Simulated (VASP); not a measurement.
Cd3Se:

```xyz
4
Lattice="-2.0410 2.0410 6.0871 2.0410 -2.0410 6.0871 2.0410 2.0410 -6.0871" Properties=species:S:1:pos:R:3 pbc="T T T"
Cd    0.0000    0.0000    6.0871
Cd    2.0410    0.0000    3.0435
Cd    0.0000    2.0410    3.0435
Se    0.0000    0.0000    0.0000
```

| Quantity | Value |
| --- | --- |
| Program | VASP 6.6.1 |
| Task | relaxation of cell and atoms |
| Functional | PBEsol |
| Potentials or basis | VASP PAW PBE potentials, release 64 (Cd, Se) |
| Cutoff | 600 eV |
| k mesh | 9 × 9 × 9 |
| Occupations | fermi-dirac, width 0.05 eV |
| Spin | no spin polarisation |

At the start: pressure -3.6 GPa; volume 25.36 Å³/atom.

Task: Where does the relaxation end?

Result: Over 9 steps the energy falls by 25.6 meV/atom and the volume is 23.18 Å³/atom (-8.6 %); space group I4/mmm (No. 139, to 0.1 Å) before and after.

The path:
| step | energy change (eV) | largest force (eV/Å) | pressure (GPa) | volume (Å³) |
| --- | --- | --- | --- | --- |
| 1 | 0.0000 | 0.0000 | -3.56 | 101.42 |
| 2 | -0.0954 | 0.0000 | 0.33 | 93.37 |
| 3 | -0.0966 | 0.0000 | -0.11 | 94.11 |
| 4 | -0.0966 | 0.0000 | -0.21 | 94.26 |
| 5 | -0.0991 | 0.0000 | -0.18 | 93.88 |
| 6 | -0.1021 | 0.0000 | -0.07 | 92.97 |
| 7 | -0.1022 | 0.0000 | -0.06 | 92.77 |
| 8 | -0.1022 | 0.0000 | 0.07 | 92.60 |
| 9 | -0.1022 | 0.0000 | 0.00 | 92.70 |

Final structure:
```yaml
crystal:
  lattice:
    - [-1.98676, 1.98676, 5.87152]
    - [1.98676, -1.98676, 5.87152]
    - [1.98676, 1.98676, -5.87152]
  atoms:
    - { symbol: Cd, position: [0.50000, 0.50000, 0.00000] }
    - { symbol: Cd, position: [0.25000, 0.75000, 0.50000] }
    - { symbol: Cd, position: [0.75000, 0.25000, 0.50000] }
    - { symbol: Se, position: [0.00000, 0.00000, 0.00000] }
```

Caveat: the PAW data sets were made with another functional, which shifts forces and pressure a little.
